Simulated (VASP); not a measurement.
The system is WS2.

```
W S
1.0
     3.18000    0.00000    0.00000
    -1.59000    2.75396    0.00000
     0.00000    0.00000   12.50000
W S
2 4
Direct
  0.66667 0.33333 0.75000
  0.33333 0.66667 0.25000
  0.66667 0.33333 0.37500
  0.33333 0.66667 0.87500
  0.66667 0.33333 0.12500
  0.33333 0.66667 0.62500
```

```yaml
Program: VASP 6.6.1
Task: relaxation of cell and atoms
Functional: PBE
Dispersion: D4
Potentials_or_basis: VASP PAW PBE potentials, release 64 (W_sv, S)
Cutoff: 600 eV
k_mesh: 10 × 10 × 3
Occupations: fermi-dirac, width 0.05 eV
Spin: no spin polarisation
```

At the start: pressure -1.3 GPa; volume 18.24 Å³/atom.

**Question.** How do energy, volume and symmetry change on relaxing?

**Answer.** Over 10 steps the energy falls by 4.3 meV/atom and the volume is 17.54 Å³/atom (-3.8 %); space group P6_3/mmc (No. 194, to 0.1 Å) before and after.

Step by step:
```
step  energy change (eV)  largest force (eV/Å)  pressure (GPa)  volume (Å³)
   1              0.0000                0.1300           -1.33       109.47
   2             -0.0077                0.2620            1.51       107.09
   3             -0.0106                0.2158            0.51       107.90
   4             -0.0117                0.0969           -0.75       107.87
   5             -0.0138                0.0390           -0.20       107.88
   6             -0.0163                0.0329           -0.19       107.57
   7             -0.0221                0.0150           -0.13       106.64
   8             -0.0258                0.0214            0.09       104.77
   9             -0.0260                0.0078            0.02       105.33
  10             -0.0260                0.0093            0.02       105.26
```

Final structure:
```yaml
crystal:
  lattice:
    - [3.15486, 0.00000, 0.00000]
    - [-1.57743, 2.73219, 0.00000]
    - [0.00000, 0.00000, 12.21166]
  atoms:
    - { symbol: W, position: [0.66667, 0.33333, 0.75000] }
    - { symbol: W, position: [0.33333, 0.66667, 0.25000] }
    - { symbol: S, position: [0.66667, 0.33333, 0.37902] }
    - { symbol: S, position: [0.33333, 0.66667, 0.87902] }
    - { symbol: S, position: [0.66667, 0.33333, 0.12098] }
    - { symbol: S, position: [0.33333, 0.66667, 0.62098] }
```
